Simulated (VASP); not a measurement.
Sr, 1 atom in the cell. Symmetry: Fm-3m, No. 225, cubic system. The conventional cell has a = 6.085 Å, b = 6.085 Å, c = 6.085 Å, α = 90.00°, β = 90.00°, γ = 90.00°. Sr (site symmetry m-3m) has 12 Sr at 4.30 Å within 5.6 Å. 

```yaml
Program: VASP 6.6.1
Task: single point
Functional: r2SCAN0
Potentials_or_basis: VASP PAW PBE potentials, release 64 (Sr_sv)
Cutoff: 520 eV
k_mesh: 4 × 4 × 4
Occupations: fermi-dirac, width 0.05 eV
Spin: no spin polarisation
Dipole_correction: no
Grid_for_exact_exchange_PRECFOCK: Normal
Further_INCAR_settings: ALGO = Normal; EDIFF = 1e-07; NBANDS = 11
Share_of_exact_exchange: 0.25
```

Potentials or basis: VASP PAW PBE potentials, release 64 (Sr_sv).

Run with:

```bash
$ cat potpaw_PBE.64/Sr_sv/POTCAR > POTCAR
$ cp INCAR.step1 INCAR
$ mpirun -np 1 vasp_std > vasp.out
$ cp INCAR.step2 INCAR
$ mpirun -np 1 vasp_std > vasp.out
```

Hardware: 1 thread of Intel(R) Xeon(R) Platinum 8488C (Sapphire Rapids), with other jobs on the host.

Task: How long does it take, and how much memory?

Result: It took 2.2 min on 1 thread of Intel(R) Xeon(R) Platinum 8488C (Sapphire Rapids), with other jobs on the host, peak memory 0.19 GiB. Counts: k points 8.
